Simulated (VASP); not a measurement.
Wanted: the native input for a VASP 6.6.1 run.

```yaml
Task: single point
Functional: LDA
Potentials_or_basis: VASP PAW LDA potentials, release 64 (W_sv)
Cutoff: 520 eV
k_mesh: 22 × 22 × 22
Occupations: gaussian, width 0.15 eV
Spin: no spin polarisation
Dipole_correction: no
Further_INCAR_settings: ALGO = Fast; EDIFF = 1e-06; NBANDS = 13
```

The structure of W lies in POSCAR:

```
W
1.0
    0.0000000000      1.8991528104      1.9994280788
    1.8991528104      0.0000000000      1.9994280788
    1.8991528104      1.8991528104      0.0000000000
W
1
Direct
    0.0000000000      0.0000000000      0.0000000000
```

The input as run:

INCAR

```
SYSTEM = W
ALGO = Fast
EDIFF = 1E-6
ENCUT = 520
ISIF = 2
ISMEAR = 0
LASPH = .TRUE.
LCHARG = .FALSE.
LREAL = .FALSE.
LWAVE = .FALSE.
NBANDS = 13
NELM = 60
PREC = Accurate
SIGMA = 0.15
```

KPOINTS

```
k-points
0
G
  22 22 22
  0 0 0
```

Potentials or basis: VASP PAW LDA potentials, release 64 (W_sv).

Launch:

```console
$ cat potpaw_LDA.64/W_sv/POTCAR > POTCAR
$ mpirun -np 1 vasp_std > vasp.out
```

It gave:

* Pressure: 33.5 GPa
* Band gap on the k mesh: zero (bands 7 and 8 overlap by 4.97 eV)

Caveat: the stress differs along the axes, from 30 to 41 GPa; spin-orbit coupling is left out, which moves the levels of the heavy elements.

Wall time 120 s on 1 thread of Intel(R) Xeon(R) 6975P-C (Granite Rapids) (shared host), peak memory 0.25 GiB.
